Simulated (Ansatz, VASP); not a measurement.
Pt: VASP beside Ansatz

The input INCAR:

```
SYSTEM = Pt
PREC = Accurate ; ENCUT = 600
EDIFF = 1E-6 ; ISMEAR = -1
SIGMA = 0.05 ; LREAL = .FALSE.
LASPH = .TRUE. ; NELM = 100
ALGO = Normal ; ISIF = 3
LWAVE = .FALSE. ; LCHARG = .FALSE.
IBRION = 2 ; NSW = 45
EDIFFG = -0.005
```

KPOINTS

```
Automatic mesh
0
G
  18 18 18
  0 0 0
```

The input POSCAR:

```
Pt
1.0
    0.0000000000      1.9469837629      1.9469837629
    1.9469837629      0.0000000000      1.9469837629
    1.9469837629      1.9469837629      0.0000000000
Pt
1
Direct
    0.0000000000      0.0000000000      0.0000000000
```

Input for Ansatz:

```yaml
crystal:
  lattice:
    - [0.0, 1.9469837629, 1.9469837629]
    - [1.9469837629, 0.0, 1.9469837629]
    - [1.9469837629, 1.9469837629, 0.0]
  atoms:
    - { symbol: Pt, position: [0.0, 0.0, 0.0] }
kpoints:
  mp_grid: { grid: [18, 18, 18] }
scf:
  occupations: { method: fermi_dirac, width: 0.05 }
hamiltonian:
  xc: lda
  pseudopotentials: { kind: all_electron, lapw: { basis_error: 0.0005 } }
output:
  forces: true
  stress: true
  eigenvalues: true
  populations: true
relax:
  f_tol: 0.005
  max_steps: 25
  cell: {}
```

Alike in both runs: task relaxation of cell and atoms; functional LDA; k mesh 18 × 18 × 18; occupations fermi-dirac, width 0.05 eV; no spin polarisation.

|  | VASP | Ansatz |
| --- | --- | --- |
| version | VASP 6.6.1 | Ansatz 0.2.0 |
| potentials or method | VASP PAW LDA potentials, release 64 (Pt), cutoff 600 eV | all-electron LAPW, scalar-relativistic |

```csv
,VASP,Ansatz,Ansatz less VASP
relaxed volume (Å³/atom),14.80,14.76,-0.041
relaxed cell length with the largest relative difference (Å),2.756,2.753,-0.0026
```

LDA's correlation is that of Perdew and Zunger in VASP and of Perdew and Wang (1992) in Ansatz. Ansatz ran all-electron here, and VASP with PAW potentials.

Spin-orbit coupling is off throughout.
